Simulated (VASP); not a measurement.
# PbO in VASP: notebook, part 2 of 2

VASP 6.6.1. The steps go on from the part before.

## (4) Single point, PBE+D3(BJ)

INCAR

```
SYSTEM = PbO
PREC = Accurate
ENCUT = 520
EDIFF = 1E-6
ISMEAR = 0
SIGMA = 0.02
LREAL = .FALSE.
LASPH = .TRUE.
NELM = 100
ALGO = Normal
ISIF = 2
LWAVE = .FALSE.
LCHARG = .TRUE.
LDIPOL = .TRUE.
IDIPOL = 3
DIPOL = 0.5 0.5 0.500
GGA = PE
IVDW = 12
LELF = .TRUE.
LVHAR = .TRUE.
LVACPOTAV = .TRUE.
NBANDS = 28
```

KPOINTS

```
Automatic mesh
0
G
  6 6 1
  0 0 0
```

POSCAR

```
PbO
1.0
    4.1190000000      0.0000000000      0.0000000000
    0.0000000000      4.1190000000      0.0000000000
    0.0000000000      0.0000000000     30.7493267952
Pb O
2 2
Direct
    0.5000000000      0.0000000000      0.4580316015
    0.0000000000      0.5000000000      0.5419683985
    0.0000000000      0.0000000000      0.5000000000
    0.5000000000      0.5000000000      0.5000000000
```

Potentials or basis: VASP PAW PBE potentials, release 64 (Pb_d, O).

Run with:

```console
> cat potpaw_PBE.64/Pb_d/POTCAR potpaw_PBE.64/O/POTCAR > POTCAR
> mpirun -np 1 vasp_std > vasp.out
```

OUTCAR:

```text
SYSTEM = PbO
   PREC = Accurate
   ENCUT = 520
   EDIFF = 1E-6
   ISMEAR = 0
   LREAL = .FALSE.
   LASPH = .TRUE.
   NELM = 100
   ISIF = 2
   GGA = PE
   IVDW = 12
 IVDW          = 12

 ion  position               nearest neighbor table
   1  0.500  0.000  0.458-   3 2.43   4 2.43   4 2.43   3 2.43   2 3.89   2 3.89   2 3.89   2 3.89

   2  0.000  0.500  0.542-   3 2.43   4 2.43   3 2.43   4 2.43   1 3.89   1 3.89   1 3.89   1 3.89

   3  0.000  0.000  0.500-   1 2.43   2 2.43   2 2.43   1 2.43
   4  0.500  0.500  0.500-   1 2.43   2 2.43   1 2.43   2 2.43

  LATTYP: Found a simple tetragonal cell.
 ALAT       =     4.1190000000
 C/A-ratio  =     7.4652407854

  Lattice vectors:

 A1 = (   4.1190000000,   0.0000000000,   0.0000000000)
 A2 = (   0.0000000000,   4.1190000000,   0.0000000000)
 A3 = (   0.0000000000,   0.0000000000,  30.7493267952)

Analysis of symmetry for initial positions (statically):
=====================================================================
 Subroutine PRICEL returns:
 Original cell was already a primitive cell.

 Routine SETGRP: Setting up the symmetry group for a
[... 165 lines left out ...]

 val. band max:       -3.0253243383   @ k =   0.5000   0.5000   0.0000
 cond. band min:      -0.6184979604   @ k =   0.0000   0.0000   0.0000
 fundamental gap:      2.4068263779
 Fermi energy:        -2.8833007692

 k-point     1 :       0.0000    0.0000    0.0000
  band No.  band energies     occupation
      1     -19.7890      2.00000
      2     -19.5956      2.00000
      3     -18.4846      2.00000
      4     -18.4846      2.00000
      5     -18.4828      2.00000
      6     -18.4617      2.00000
[... 299 lines left out ...]
     27       3.5245      0.00000
     28       3.5245      0.00000

------------------------ aborting loop because EDIFF is reached ----------------------------------------

 Edisp (eV)   -0.51706

 E8    (eV) :    -0.2462

  FORCE on cell =-STRESS in cart. coord.  units (eV):
  Direction    XX          YY          ZZ          XY          YZ          ZX
  --------------------------------------------------------------------------------------
  -------------------------------------------------------------------------------------
  Total      -3.48982    -3.48982    -4.09307     0.00000     0.00000     0.00000
  in kB     -10.71752   -10.71752   -12.57014     0.00000     0.00000     0.00000
  external pressure =      -11.34 kB  Pullay stress =        0.00 kB

 VOLUME and BASIS-vectors are now :
 -----------------------------------------------------------------------------
  energy-cutoff  :      520.00
  volume of cell :      521.70
      direct lattice vectors                 reciprocal lattice vectors
     4.119000000  0.000000000  0.000000000     0.242777373  0.000000000  0.000000000
     0.000000000  4.119000000  0.000000000     0.000000000  0.242777373  0.000000000
     0.000000000  0.000000000 30.749326795     0.000000000  0.000000000  0.032521037

 POSITION                                       TOTAL-FORCE (eV/Angst)
 -----------------------------------------------------------------------------------
      2.05950      0.00000     14.08416        -0.000000      0.000000      1.556723
      0.00000      2.05950     16.66516         0.000000      0.000000     -1.556723
      0.00000      0.00000     15.37466        -0.000000     -0.000000      0.000000
      2.05950      2.05950     15.37466         0.000000      0.000000      0.000000
 -----------------------------------------------------------------------------------
    total drift:                                0.000000      0.000000      0.000000

  FREE ENERGIE OF THE ION-ELECTRON SYSTEM (eV)
  ---------------------------------------------------
  free  energy   TOTEN  =       -21.7773448564 eV

  energy  without entropy=      -21.7773448564  energy(sigma->0) =      -21.77734486

 vacuum level on the upper side and lower side of the slab         1.349         1.349
```

OSZICAR:

```text
N       E                     dE             d eps       ncg     rms          rms(c)
DAV:   1     0.414198150002E+03    0.41420E+03   -0.15484E+04   632   0.106E+03
DAV:   2     0.524974402036E+02   -0.36170E+03   -0.35350E+03   704   0.308E+02
DAV:   3    -0.237945366221E+02   -0.76292E+02   -0.75280E+02   816   0.153E+02
[... 16 lines left out ...]
DAV:  20    -0.212602746956E+02   -0.98697E-05   -0.97719E-07   492   0.609E-03    0.827E-04
DAV:  21    -0.212602802066E+02   -0.55110E-05   -0.16952E-07   508   0.359E-03    0.595E-04
DAV:  22    -0.212602857400E+02   -0.55334E-05   -0.21460E-07   468   0.199E-03    0.192E-04
DAV:  23    -0.212602880963E+02   -0.23563E-05   -0.55679E-08   520   0.115E-03    0.338E-04
DAV:  24    -0.212602887561E+02   -0.65977E-06   -0.13397E-08   484   0.117E-03
   1 F= -.21777345E+02 E0= -.21777345E+02  d E =-.789096E-25
```

stdout:

```text
POSCAR found type information on POSCAR PbO
 POSCAR found :  2 types and       4 ions
 scaLAPACK will be used
 LDA part: xc-table for (Slater+PW92), standard interpolation
 POSCAR, INCAR and KPOINTS ok, starting setup
 FFT: planning ... GRIDC
 FFT: planning ... GRID_SOFT
 FFT: planning ... GRID
 WAVECAR not read
 entering main loop
 -----------------------------------------------------------------------------
|                                                                             |
|           W    W    AA    RRRRR   N    N  II  N    N   GGGG   !!!           |
|           W    W   A  A   R    R  NN   N  II  NN   N  G    G  !!!           |
|           W    W  A    A  R    R  N N  N  II  N N  N  G       !!!           |
|           W WW W  AAAAAA  RRRRR   N  N N  II  N  N N  G  GGG   !            |
|           WW  WW  A    A  R   R   N   NN  II  N   NN  G    G                |
|           W    W  A    A  R    R  N    N  II  N    N   GGGG   !!!           |
|                                                                             |
|     Did not find any points to average over, which means that no vacuum     |
|     field-free region was found. Please increase the size of  your cell     |
|     in the dimension of the dipole correction to obtain accurate            |
|     workfunction values.                                                    |
|                                                                             |
 -----------------------------------------------------------------------------
```

It took 2.6 min on 1 thread of Intel Xeon 6975P-C (Granite Rapids), shared host; peak memory 0.6 GiB.

Results:

```yaml
Free_energy: -21.7773 eV
Largest_force: 1.557 eV/Å
Band_gap_on_the_k_mesh: 2.41 eV (least direct gap 2.45 eV)
Dispersion_energy_per_atom: -0.129 eV
```

Forces in eV/Å, atoms in the order of the input:
```
Pb   0.000  0.000  1.557
Pb   0.000  0.000 -1.557
O    0.000  0.000  0.000
O    0.000  0.000  0.000
```

Levels at points of the mesh, in eV from the valence-band top:
```
           k point  band 16  band 17  band 18  band 19  band 20  band 21  band 22  band 23  band 24  band 25
(0.00, 0.00, 0.00)    -2.79    -0.78    -0.53    -0.53    -0.04     2.41     2.58     4.33     4.39     4.64
(0.50, 0.00, 0.00)    -2.19    -1.72    -1.72    -0.60    -0.60     3.17     3.17     4.61     4.61     6.36
(0.50, 0.50, 0.00)    -2.40    -1.33    -1.33     0.00     0.00     2.90     2.90     4.83     4.83     6.03
```

Caveat: spin-orbit coupling is left out, which moves the levels of the heavy elements.

## (5) Single point, PBE+D3(BJ)

This run uses another cell than the first one.

INCAR

```
PREC = Accurate
ENCUT = 520
EDIFF = 1E-7
ISMEAR = 0
SIGMA = 0.02
LREAL = False
LASPH = True
NELM = 100
ALGO = Normal
ISIF = 2
LWAVE = False
LCHARG = False
LDIPOL = True
IDIPOL = 3
DIPOL = 0.5 0.5 0.500
GGA = PE
IVDW = 12
NBANDS = 28
```

KPOINTS

```
Automatic mesh
0
Gamma
  6 6 1
```

POSCAR

```
PbO
1.0
    4.2260000000      0.0000000000      0.0000000000
    0.0000000000      4.2260000000      0.0000000000
    0.0000000000      0.0000000000     30.7493267952
Pb O
2 2
Direct
    0.5000000000      0.0000000000      0.4648284983
    0.0000000000      0.5000000000      0.5351715017
    0.0000000000      0.0000000000      0.5000000000
    0.5000000000      0.5000000000      0.5000000000
```

Run with:

```console
> cat potpaw_PBE.64/Pb_d/POTCAR potpaw_PBE.64/O/POTCAR > POTCAR
> mpirun -np 1 vasp_std > vasp.out
```

Wall time 2.9 min (1 thread of Intel Xeon 6975P-C (Granite Rapids), shared host); peak memory 0.61 GiB.

It converged, with:

* Free energy: -21.8634 eV
* Largest force: 0.453 eV/Å
* Band gap on the k mesh: 1.99 eV (least direct gap 2.02 eV)
* Dispersion energy per atom: -0.125 eV

Forces in eV/Å, atoms in the order of the input:
```
Pb   0.000  0.000 -0.453
Pb   0.000  0.000  0.453
O    0.000  0.000  0.000
O    0.000  0.000  0.000
```

Levels at points of the mesh, in eV from the valence-band top:
```
           k point  band 16  band 17  band 18  band 19  band 20  band 21  band 22  band 23  band 24  band 25
(0.00, 0.00, 0.00)    -3.63    -1.43    -1.43    -1.12    -0.03     1.99     2.22     4.31     4.35     4.60
(0.50, 0.00, 0.00)    -2.58    -2.57    -2.57    -0.55    -0.55     3.47     3.47     4.34     4.34     6.30
(0.50, 0.50, 0.00)    -2.64    -1.16    -1.16    -0.75    -0.75     3.13     3.13     5.24     5.24     5.85
```

Caveat: spin-orbit coupling is left out, which moves the levels of the heavy elements.

## (6) Single point, PBE+D3(BJ)

This run uses another cell than the first one.

INCAR

```
SYSTEM = PbO
PREC = Accurate ; ENCUT = 520
EDIFF = 1E-6 ; ISMEAR = 0
SIGMA = 0.02 ; LREAL = .False.
LASPH = .True. ; NELM = 80
ALGO = Normal ; ISIF = 2
LWAVE = .False. ; LCHARG = .False.
LDIPOL = .True. ; IDIPOL = 3
DIPOL = 0.5 0.5 0.500 ; GGA = PE
IVDW = 12 ; NBANDS = 28
```

KPOINTS

```
regular mesh
0
Gamma
  6 6 1
  0 0 0
```

Changes to POSCAR since step 5:

```diff
@@ -8,4 +8,4 @@
 Direct
-    0.5000000000      0.0000000000      0.4648284983
-    0.0000000000      0.5000000000      0.5351715017
+    0.5000000000      0.0000000000      0.4621129917
+    0.0000000000      0.5000000000      0.5378870083
     0.0000000000      0.0000000000      0.5000000000
```

Potentials or basis: VASP PAW PBE potentials, release 64 (Pb_d, O).

Run with:

```console
> cat potpaw_PBE.64/Pb_d/POTCAR potpaw_PBE.64/O/POTCAR > POTCAR
> mpirun -np 1 vasp_std > vasp.out
```

It took 2.5 min on 1 thread of Intel Xeon 6975P-C (Granite Rapids), shared host; peak memory 0.6 GiB.

It converged, with:

```
Free energy                : -21.8574 eV
Largest force              : 0.518 eV/Å
Band gap on the k mesh     : 2.14 eV
Dispersion energy per atom : -0.124 eV
```

Forces on the atoms (eV/Å):
```
Pb   0.000  0.000  0.518
Pb   0.000  0.000 -0.518
O    0.000  0.000  0.000
O    0.000  0.000  0.000
```

Levels at points of the mesh, in eV from the valence-band top:
```
           k point  band 16  band 17  band 18  band 19  band 20  band 21  band 22  band 23  band 24  band 25
(0.00, 0.00, 0.00)    -3.23    -1.07    -1.07    -0.95     0.00     2.14     2.23     4.26     4.31     4.56
(0.50, 0.00, 0.00)    -2.37    -2.19    -2.19    -0.58    -0.58     3.34     3.34     4.33     4.33     6.25
(0.50, 0.50, 0.00)    -2.47    -1.26    -1.26    -0.47    -0.47     3.00     3.00     5.01     5.01     5.84
```

Caveat: spin-orbit coupling is left out, which moves the levels of the heavy elements.

## (7) Summary

| cell | gap on the mesh (eV) | largest force (eV/Å) |
| --- | --- | --- |
| a = 4.119, b = 4.119, c = 30.749 Å, 4 atoms, atomic positions A | 2.16 | 0.60 |
| a = 4.119, b = 4.119, c = 30.749 Å, 4 atoms, atomic positions B | 2.38 | 0.54 |
| a = 4.119, b = 4.119, c = 30.749 Å, 4 atoms, atomic positions C | 2.41 | 1.56 |
| a = 4.226, b = 4.226, c = 30.749 Å, 4 atoms, atomic positions D | 1.99 | 0.45 |
| a = 4.226, b = 4.226, c = 30.749 Å, 4 atoms, atomic positions E | 2.14 | 0.52 |

Alike in all rows: task single point; level PBE+D3(BJ); potentials or basis VASP PAW PBE potentials, release 64 (Pb_d, O); no spin polarisation; k mesh 6 × 6 × 1; cutoff (eV) 520; smearing gaussian 0.02 eV.

Caveats: spin-orbit coupling is left out, which moves the levels of the heavy elements.

Total energies depend on the potentials used, so only differences within one code and one set of settings carry meaning.
